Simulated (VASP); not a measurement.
Input of a VASP 6.6.1 run:

INCAR

```
PREC     = Accurate       # precision mode
ENCUT    = 520            # plane-wave cutoff, eV
EDIFF    = 1E-7           # SCF threshold, eV
ISMEAR   = 0              # smearing method
SIGMA    = 0.01           # smearing width, eV
LREAL    = False          # projectors in reciprocal space
LASPH    = True           # aspherical terms in the spheres
NELM     = 80             # most SCF steps
ALGO     = Normal         # electronic algorithm
ISIF     = 2              # what is computed and relaxed
LWAVE    = False          # write WAVECAR
LCHARG   = True           # write CHGCAR
GGA      = PS             # functional
LELF     = True           # ELF
LVHAR    = True         
NBANDS   = 20             # bands
```

Contents of KPOINTS:

```
Automatic mesh
0
Gamma
  6 6 5
```

Contents of POSCAR:

```
SnSe2
1.0
    4.6894152171      0.0000000000      0.0000000000
   -2.3447076085      4.0611527069      0.0000000000
    0.0000000000      0.0000000000      3.1771690136
Sn Se
1 2
Direct
    0.0000000000      0.0000000000      0.0000000000
    0.3333333333      0.6666666667      0.5000000000
    0.6666666667      0.3333333333      0.5000000000
```

Potentials or basis: VASP PAW PBE potentials, release 64 (Sn_d, Se).

The run is started by

```bash
$ cat potpaw_PBE.64/Sn_d/POTCAR potpaw_PBE.64/Se/POTCAR > POTCAR
$ mpirun -np 1 vasp_std > vasp.out
```

Problem. What does it give for the pressure?

Solution. 10.1 GPa.

Problem. What does it give for the band gap on the k mesh?

Solution. Zero (band 13 reaches 8.61 eV, above the bottom of band 14 at 6.40 eV).

Stress tensor (GPa, compression positive):
```
10.17  0.00  0.00
 0.00 10.17  0.00
 0.00  0.00 10.09
```

Caveat: the k points lie up to 0.40 Å⁻¹ apart; the PAW data sets were made with another functional, which shifts forces and pressure a little; spin-orbit coupling is left out, which moves the levels of the heavy elements.
